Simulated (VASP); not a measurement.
# N2 in VASP: single point with BLYP

Aim: the single point of N2 with BLYP.

Program: VASP 6.6.1. These are calculated values, not measurements. Logs are shortened: lines on timing, memory, paths and dates and some standing lists are left out, and cuts for length are marked.

## 1. The cell of the first run

The cell holds a molecule in a box, 2 atoms: a = 12.000 Å, b = 12.300 Å, c = 12.600 Å, α = 90.00°, β = 90.00°, γ = 90.00°.

## 2. Single point, BLYP

INCAR

```
SYSTEM = N
PREC = Accurate ; ENCUT = 1000
EDIFF = 1E-6 ; ISMEAR = -1
SIGMA = 0.01 ; LREAL = .FALSE.
LASPH = .TRUE. ; NELM = 120
ALGO = Normal ; ISIF = 2
LWAVE = .FALSE. ; LCHARG = .FALSE.
GGA = B5 ; ALDAX = 1.0
AGGAX = 1.0 ; AGGAC = 1.0
ALDAC = 0.0 ; NBANDS = 12
GGA_COMPAT = .FALSE. ; NELMDL = -8
```

KPOINTS

```
regular mesh
0
G
  1 1 1
  0 0 0
```

POSCAR

```
N
1.0
   12.0000000000      0.0000000000      0.0000000000
    0.0000000000     12.3000000000      0.0000000000
    0.0000000000      0.0000000000     12.6000000000
N
2
Direct
    0.5000000000      0.5000000000      0.4563265462
    0.5000000000      0.5000000000      0.5436734538
```

Potentials or basis: VASP PAW PBE potentials, release 64 (N_h).

Launch:

```
cat potpaw_PBE.64/N_h/POTCAR > POTCAR
mpirun -np 1 vasp_gam > vasp.out
```

OUTCAR:

```text
SYSTEM = N
   PREC = Accurate
   ENCUT = 1000
   EDIFF = 1E-6
   ISMEAR = -1
   LREAL = .FALSE.
   LASPH = .TRUE.
   NELM = 120
   ISIF = 2
   GGA = B5
   NELMDL = -8

 ion  position               nearest neighbor table
   1  0.500  0.500  0.456-   2 1.10
   2  0.500  0.500  0.544-   1 1.10

  LATTYP: Found a simple orthorhombic cell.
 ALAT       =    12.0000000000
 B/A-ratio  =     1.0250000000
 C/A-ratio  =     1.0500000000

  Lattice vectors:

 A1 = (  12.0000000000,   0.0000000000,   0.0000000000)
 A2 = (   0.0000000000,  12.3000000000,   0.0000000000)
 A3 = (   0.0000000000,   0.0000000000,  12.6000000000)

Analysis of symmetry for initial positions (statically):
=====================================================================
 Subroutine PRICEL returns:
 Original cell was already a primitive cell.

 Routine SETGRP: Setting up the symmetry group for a
 simple orthorhombic supercell.

 Subroutine GETGRP returns: Found  8 space group operations
 (whereof  8 operations were pure point group operations)
 out of a pool of  8 trial point group operations.

The static configuration has the point symmetry D_2h.

Analysis of symmetry for dynamics (positions and initial velocities):
=====================================================================
 Subroutine PRICEL returns:
 Original cell was already a primitive cell.

 Routine SETGRP: Setting up the symmetry group for a
 simple orthorhombic supercell.

 Subroutine GETGRP returns: Found  8 space group operations
 (whereof  8 operations were pure point group operations)
 out of a pool of  8 trial point group operations.

The dynamic configuration has the point symmetry D_2h.

 Subroutine INISYM returns: Found  8 space group operations
 (whereof  8 operations are pure point group operations),
 and found     1 'primitive' translations

----------------------------------------------------------------------------------------

                                     Primitive cell

  volume of cell :    1859.7600

  direct lattice vectors                    reciprocal lattice vectors
    12.000000000  0.000000000  0.000000000     0.083333333  0.000000000  0.000000000
[... 56 lines left out ...]
   ISPIN  =      1    spin polarized calculation?
   LNONCOLLINEAR =      F non collinear calculations
   LSORBIT =      F    spin-orbit coupling
   LASPH  =      T    aspherical Exc in radial PAW
   ENCUT  = 1000.0 eV  73.50 Ry    8.57 a.u.  30.94 31.71 32.49*2*pi/ulx,y,z
   NELM   =    120;   NELMIN=  2; NELMDL= -8     # of ELM steps
   EDIFF  = 0.1E-05   stopping-criterion for ELM
   LREAL  =      F    real-space projection
   EDIFFG = 0.1E-04   stopping-criterion for IOM
   NSW    =      0    number of steps for IOM
   IBRION =     -1    ionic relax: 0-MD 1-quasi-New 2-CG
   NFREE  =      0    steps in history (QN), initial steepest desc. (CG)
   ISIF   =      2    stress and relaxation
   ISYM   =      2    0-nonsym 1-usesym 2-fastsym
   POTIM  = 0.5000    time-step for ionic-motion
   TEBEG  =    0.0;   TEEND  =   0.0 temperature during run
   PSTRESS=    0.0 pullay stress
   NELECT =      10.0000    total number of electrons
   NUPDOWN=      -1.0000    fix difference up-down
   EMIN   =  10.00;   EMAX   =-10.00  energy-range for DOS
   EFERMI =   0.00;   METHOD = LEGACY
   ISMEAR =    -1;   SIGMA  =   0.01  broadening in eV -4-tet -1-fermi 0-gaus
   EFERMI_NEDOS =   21; number of points for ismear=-14 and -15
   IALGO  =     38    algorithm
   IMIX   =      4    mixing-type and parameters
     AMIX     =   0.40;   BMIX     =  1.00
     AMIX_MAG =   1.60;   BMIX_MAG =  1.00
  volume/ion in A,a.u.               =     929.88      6275.14
  Fermi-wavevector in a.u.,A,eV,Ry     =   0.286807  0.541986  1.119189  0.082258
  Thomas-Fermi vector in A             =   1.141954
   LORBIT       =      0    0 simple, 1 ext, 2 COOP (PROOUT), +10 PAW based schemes
   GGA     = B5    functional components
   LHFCALC =     F    Hartree Fock is set to
   AEXX    =    0.0000 exact exchange contribution
   IVDW    =     0    specifies the selected vdW correction
   LEPSILON=     F    determine dielectric tensor
   LRPA    =     F    only Hartree local field effects (RPA)
 non-spin polarized calculation
  energy-cutoff  :     1000.00
  volume of cell :     1859.76
 maximum number of plane-waves:     66766
 NGX is ok and might be reduce to   126
   NGX = 61   NGY = 63   NGZ = 65

 number of electron      10.0000000 magnetization

 Free energy of the ion-electron system (eV)
  ---------------------------------------------------
  ext. energy  EPLUGINS =         0.00000000
  ---------------------------------------------------
  free energy    TOTEN  =       -16.29233522 eV

  energy without entropy =      -16.29233522  energy(sigma->0) =      -16.29233522

 E-fermi :  -9.8497     XC(G=0):  -0.3093

 val. band max:      -10.1528500190   @ k =   0.0000   0.0000   0.0000
 cond. band min:      -1.8403641650   @ k =   0.0000   0.0000   0.0000
 fundamental gap:      8.3124858540
 Fermi energy:        -9.8497400948

 k-point     1 :       0.0000    0.0000    0.0000
  band No.  band energies     occupation
      1     -27.9876      2.00000
      2     -13.2935      2.00000
      3     -11.3739      2.00000
      4     -11.3739      2.00000
      5     -10.1529      2.00000
      6      -1.8404      0.00000
      7      -1.8402      0.00000
      8      -0.1080      0.00000
      9       0.7559      0.00000
     10       0.8093      0.00000
     11       0.8299      0.00000
     12       0.8685      0.00000

------------------------ aborting loop because EDIFF is reached ----------------------------------------

  FORCE on cell =-STRESS in cart. coord.  units (eV):
  Direction    XX          YY          ZZ          XY          YZ          ZX
  --------------------------------------------------------------------------------------
  -------------------------------------------------------------------------------------
  Total       -0.0161865     -0.0151781      0.1604600      0.0000000      0.0000000      0.0000000
  in kB       -0.0139446     -0.0130759      0.1382357      0.0000000      0.0000000      0.0000000
  external PRESSURE =       0.0370717 kB  Pullay stress =       0.0000000 kB

 VOLUME and BASIS-vectors are now :
 -----------------------------------------------------------------------------
  energy-cutoff  :     1000.00
  volume of cell :     1859.76
      direct lattice vectors                 reciprocal lattice vectors
    12.000000000  0.000000000  0.000000000     0.083333333  0.000000000  0.000000000
     0.000000000 12.300000000  0.000000000     0.000000000  0.081300813  0.000000000
     0.000000000  0.000000000 12.600000000     0.000000000  0.000000000  0.079365079

 POSITION                                       TOTAL-FORCE (eV/Angst)
 -----------------------------------------------------------------------------------
      6.00000      6.15000      5.74971         0.000000      0.000000     -0.158269
      6.00000      6.15000      6.85029         0.000000      0.000000      0.158269
 -----------------------------------------------------------------------------------
    total drift:                                0.000000      0.000000      0.000000

  FREE ENERGIE OF THE ION-ELECTRON SYSTEM (eV)
  ---------------------------------------------------
  free  energy   TOTEN  =       -16.2923352189 eV

  energy  without entropy=      -16.2923352189  energy(sigma->0) =      -16.29233522
```

stdout:

```text
POSCAR found type information on POSCAR N
 POSCAR found :  1 types and       2 ions
 scaLAPACK will be used
 -----------------------------------------------------------------------------
|                                                                             |
|                                                                             |
|     You enforced a specific xc type in the INCAR file but a different       |
|     I HOPE YOU KNOW WHAT YOU ARE DOING!                                     |
|                                                                             |
 -----------------------------------------------------------------------------

 LDA part: xc-table for (Slater(with rela. corr.)+VWN5), standard interpolation
 POSCAR, INCAR and KPOINTS ok, starting setup
 FFT: planning ... GRIDC
 FFT: planning ... GRID_SOFT
 FFT: planning ... GRID
 WAVECAR not read
 entering main loop
```

It took 8.2 min on 1 thread of Intel Xeon Platinum 8259CL at 2.50GHz (Skylake/Cascade Lake), shared host; peak memory 3 GiB.

Results:

```yaml
Free_energy: -16.2923 eV
Largest_force: 0.158 eV/Å
Gap_between_the_frontier_levels: 8.31 eV
```

Forces on the atoms (eV/Å):
```
N    0.000  0.000 -0.158
N    0.000  0.000  0.158
```

Caveat: the PAW data sets were made with another functional, which shifts forces and pressure a little.
